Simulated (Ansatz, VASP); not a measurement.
# Ir: VASP beside Ansatz

INCAR

```
PREC = Accurate
ENCUT = 500
EDIFF = 1E-6
ISMEAR = -1
SIGMA = 0.05
LREAL = False
LASPH = True
NELM = 120
ALGO = Normal
ISIF = 2
LWAVE = False
LCHARG = False
GGA = PS
NBANDS = 10
GGA_COMPAT = False
```

KPOINTS

```
Automatic mesh
0
Gamma
  13 13 13
```

Contents of POSCAR:

```
Ir
1.0
    0.0000000000      1.8995017599      1.8995017599
    1.8995017599      0.0000000000      1.8995017599
    1.8995017599      1.8995017599      0.0000000000
Ir
1
Direct
    0.0000000000      0.0000000000      0.0000000000
```

Input for Ansatz:

```yaml
crystal:
  lattice:
    - [0.0, 1.899501759911646, 1.899501759911646]
    - [1.899501759911646, 0.0, 1.899501759911646]
    - [1.899501759911646, 1.899501759911646, 0.0]
  atoms:
    - { symbol: Ir, position: [0.0, 0.0, 0.0] }
basis:
  ecutwfc: 500.0
kpoints:
  mp_grid:
    grid: [13, 13, 13]
hamiltonian:
  xc: pbesol
scf:
  occupations:
    method: fermi_dirac
    width: 0.05
output:
  stress: true
```

Alike in both runs: task single point; functional PBEsol; k mesh 13 × 13 × 13; occupations fermi-dirac, width 0.05 eV; no spin polarisation.

|  | VASP | Ansatz |
| --- | --- | --- |
| version | VASP 6.6.1 | Ansatz 0.2.0 |
| potentials or method | VASP PAW PBE potentials, release 64 (Ir), cutoff 500 eV | plane waves, PAW |
| valence electrons in the cell | 9 | 17 |

|  | VASP | Ansatz | Ansatz less VASP |
| --- | --- | --- | --- |
| pressure (GPa) | 11.6 | 10.4 | -1.22 |

VASP's potentials were made for PBE, not for PBEsol. The functional is the same, so the differences come from potentials, cutoffs and numerics. VASP's potentials hold 9 valence electrons a cell and Ansatz's 17, so a difference there can come from the potentials and not from the codes.

Neither program's run includes spin-orbit coupling.
